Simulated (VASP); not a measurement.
# Ga (Pm-3m) in VASP: further runs, part 2 of 2

VASP 6.6.1.

### 3 Single point, PBEsol

This run uses another cell than the first one, of 20.05 Å³/atom, 1.072 times its volume.

File INCAR:

```
SYSTEM = Ga
ALGO     = Normal         ! electronic algorithm
EDIFF    = 1E-6           ! SCF threshold, eV
ENCUT    = 520            ! plane-wave cutoff, eV
GGA      = PS             ! functional
ISIF     = 2              ! what is computed and relaxed
ISMEAR   = -1             ! smearing method
LASPH    = .TRUE.         ! aspherical terms in the spheres
LCHARG   = .FALSE.        ! write CHGCAR
LREAL    = .FALSE.        ! projectors in reciprocal space
LWAVE    = .FALSE.        ! write WAVECAR
NBANDS   = 12             ! bands
NELM     = 60             ! most SCF steps
PREC     = Accurate       ! precision mode
SIGMA    = 0.05           ! smearing width, eV
```

File KPOINTS:

```
k-points
0
G
  10 10 10
  0 0 0
```

File POSCAR:

```
Ga
1.0
    2.7164800000      0.0000000000      0.0000000000
    0.0000000000      2.7164800000      0.0000000000
    0.0000000000      0.0000000000      2.7164800000
Ga
1
Direct
    0.0000000000      0.0000000000      0.0000000000
```

Potentials or basis: VASP PAW PBE potentials, release 64 (Ga_d).

Started as:

```bash
> cat potpaw_PBE.64/Ga_d/POTCAR > POTCAR
> mpirun -np 1 vasp_std > vasp.out
```

OUTCAR:

```text
SYSTEM = Ga
   EDIFF = 1E-6
   ENCUT = 520
   GGA = PS
   ISIF = 2
   ISMEAR = -1
   LASPH = .TRUE.
   LREAL = .FALSE.
   NELM = 60
   PREC = Accurate

 ion  position               nearest neighbor table
   1  0.000  0.000  0.000-

  LATTYP: Found a simple cubic cell.
 ALAT       =     2.7164800000

  Lattice vectors:

 A1 = (   2.7164800000,   0.0000000000,   0.0000000000)
 A2 = (   0.0000000000,   2.7164800000,   0.0000000000)
 A3 = (   0.0000000000,   0.0000000000,   2.7164800000)

Analysis of symmetry for initial positions (statically):
=====================================================================
 Subroutine PRICEL returns:
 Original cell was already a primitive cell.

 Routine SETGRP: Setting up the symmetry group for a
 simple cubic supercell.

 Subroutine GETGRP returns: Found 48 space group operations
 (whereof 48 operations were pure point group operations)
 out of a pool of 48 trial point group operations.

The static configuration has the point symmetry O_h .

Analysis of symmetry for dynamics (positions and initial velocities):
=====================================================================
[... 159 lines left out ...]
 fundamental gap:      0.0394148999
 Fermi energy:         4.6162291593

 k-point     1 :       0.0000    0.0000    0.0000
  band No.  band energies     occupation
      1     -10.4430      2.00000
      2     -10.4430      2.00000
      3      -9.9243      2.00000
      4      -9.9243      2.00000
      5      -9.9243      2.00000
      6      -5.9634      2.00000
      7      13.5483      0.00000
      8      13.5483      0.00000
      9      13.5483      0.00000
     10      16.4970      0.00000
     11      16.4970      0.00000
     12      18.8986      0.00000
[... 331 lines left out ...]
 k-point    24 :       0.3000    0.1000    0.1000
  band No.  band energies     occupation
      1     -10.3645      2.00000
      2     -10.1914      2.00000
      3     -10.0411      2.00000
      4     -10.0336      2.00000
      5      -9.9435      2.00000
      6      -3.7200      2.00000
      7       5.0567      0.00030
      8      12.7065      0.00000
      9      13.4266      0.00000
     10      20.7679      0.00000
     11      21.1380      0.00000
     12      22.3588      0.00000

 [... further k-points ...]
[... 5 lines left out ...]
  --------------------------------------------------------------------------------------
  -------------------------------------------------------------------------------------
  Total       -0.3785753     -0.3785753     -0.3785753     -0.0000000     -0.0000000     -0.0000000
  in kB      -30.2582130    -30.2582130    -30.2582130     -0.0000000     -0.0000000     -0.0000000
  external PRESSURE =     -30.2582130 kB  Pullay stress =       0.0000000 kB

 VOLUME and BASIS-vectors are now :
 -----------------------------------------------------------------------------
  energy-cutoff  :      520.00
  volume of cell :       20.05
      direct lattice vectors                 reciprocal lattice vectors
     2.716480000  0.000000000  0.000000000     0.368123454  0.000000000  0.000000000
     0.000000000  2.716480000  0.000000000     0.000000000  0.368123454  0.000000000
     0.000000000  0.000000000  2.716480000     0.000000000  0.000000000  0.368123454

 POSITION                                       TOTAL-FORCE (eV/Angst)
 -----------------------------------------------------------------------------------
      0.00000      0.00000      0.00000         0.000000      0.000000      0.000000
 -----------------------------------------------------------------------------------
    total drift:                               -0.000000      0.000000      0.000000

  FREE ENERGIE OF THE ION-ELECTRON SYSTEM (eV)
  ---------------------------------------------------
  free  energy   TOTEN  =        -3.2598031826 eV

  energy  without entropy=       -3.2542474054  energy(sigma->0) =       -3.25702529
```

stdout:

```text
POSCAR found type information on POSCAR Ga
 POSCAR found :  1 types and       1 ions
 scaLAPACK will be used
 -----------------------------------------------------------------------------
|                                                                             |
|                                                                             |
|     You enforced a specific xc type in the INCAR file but a different       |
|     I HOPE YOU KNOW WHAT YOU ARE DOING!                                     |
|                                                                             |
 -----------------------------------------------------------------------------

 LDA part: xc-table for (Slater+PW92), standard interpolation
 POSCAR, INCAR and KPOINTS ok, starting setup
 FFT: planning ... GRIDC
 FFT: planning ... GRID_SOFT
 FFT: planning ... GRID
 WAVECAR not read
 entering main loop
```

Wall time 3.5 s (1 thread of Intel Xeon 6975P-C (Granite Rapids), shared host); peak memory 0.13 GiB.

Results:

```yaml
Free_energy: -3.2598 eV
Pressure: -3.0 GPa
```

Caveat: the PAW data sets were made with another functional, which shifts forces and pressure a little.

### 4 Single point, RPBE

This run uses another cell than the first one, of 20.05 Å³/atom, 1.072 times its volume.

File INCAR:

```
SYSTEM = Ga
  PREC = Accurate
  ENCUT = 520
  EDIFF = 1E-6
  ISMEAR = -1
  SIGMA = 0.05
  LREAL = .False.
  LASPH = .True.
  NELM = 80
  ALGO = Normal
  ISIF = 2
  LWAVE = .False.
  LCHARG = .True.
  GGA = RP
  LELF = .True.
  LVHAR = .True.
  NBANDS = 12
```

File KPOINTS:

```
regular mesh
0
Gamma
  10 10 10
  0 0 0
```

POSCAR is that of step 3.

Started as:

```bash
> cat potpaw_PBE.64/Ga_d/POTCAR > POTCAR
> mpirun -np 1 vasp_std > vasp.out
```

Run time: 3.7 s. Hardware: 1 thread of Intel Xeon 6975P-C (Granite Rapids), shared host; peak memory 0.12 GiB.

Results (log left out):

| Quantity | Value |
| --- | --- |
| Free energy | -2.4681 eV |
| Pressure | 2.0 GPa |

Levels at points of the mesh, in eV from the Fermi level:
```csv
k point,band 4,band 5,band 6,band 7,band 8,band 9
"(0.00, 0.00, 0.00)",-14.66,-14.66,-10.57,8.96,8.96,8.96
"(0.50, 0.00, 0.00)",-14.80,-14.64,-6.20,-4.14,12.41,12.41
"(0.50, 0.50, 0.00)",-14.78,-14.52,-1.62,-0.69,-0.69,4.15
"(0.50, 0.50, 0.50)",-14.51,-14.51,2.62,2.62,2.62,3.84
```

Caveat: the PAW data sets were made with another functional, which shifts forces and pressure a little.

### 5 Single point, revPBE

This run uses another cell than the first one, of 20.05 Å³/atom, 1.072 times its volume.

File INCAR:

```
PREC = Accurate
ENCUT = 520
EDIFF = 1E-7
ISMEAR = -1
SIGMA = 0.05
LREAL = False
LASPH = True
NELM = 60
ALGO = Fast
ISIF = 2
LWAVE = False
LCHARG = True
GGA = RE
LELF = True
LVHAR = True
NBANDS = 12
```

File KPOINTS:

```
Automatic mesh
0
Gamma
  10 10 10
```

POSCAR is that of step 4.

Started as:

```bash
> cat potpaw_PBE.64/Ga_d/POTCAR > POTCAR
> mpirun -np 1 vasp_std > vasp.out
```

Wall time 5 s (1 thread of Intel Xeon 6975P-C (Granite Rapids), shared host); peak memory 0.12 GiB.

The run converged. Its results:

| Property | Result |
| --- | --- |
| Free energy | -2.5324 eV |
| Pressure | 1.6 GPa |

Levels at points of the mesh, in eV from the Fermi level:
```tsv
k point	band 3	band 4	band 5	band 6	band 7	band 8	band 9	band 10
(0.00, 0.00, 0.00)	-14.64	-14.64	-14.64	-10.57	8.95	8.95	8.95	11.82
(0.50, 0.00, 0.00)	-14.78	-14.78	-14.63	-6.20	-4.13	12.40	12.40	15.53
(0.50, 0.50, 0.00)	-14.76	-14.76	-14.51	-1.63	-0.68	-0.68	4.16	15.92
(0.50, 0.50, 0.50)	-14.98	-14.50	-14.50	2.62	2.62	2.62	3.82	8.13
```

Caveat: the PAW data sets were made with another functional, which shifts forces and pressure a little.

### 6 The runs side by side

```csv
level,cell,gap on the mesh (eV),pressure (GPa)
PBEsol,"a = 2.654 Å, 1 atom",none,0.1
PBEsol,"a = 2.716 Å, 1 atom",none,-3.0
RPBE,"a = 2.716 Å, 1 atom",none,2.0
revPBE,"a = 2.716 Å, 1 atom",none,1.6
```

Alike in all rows: task single point; potentials or basis VASP PAW PBE potentials, release 64 (Ga_d); no spin polarisation; k mesh 10 × 10 × 10; cutoff (eV) 520; smearing fermi-dirac 0.05 eV.

Caveats: the PAW data sets were made with another functional, which shifts forces and pressure a little.

Absolute energies hang on the potentials; compare differences alone.
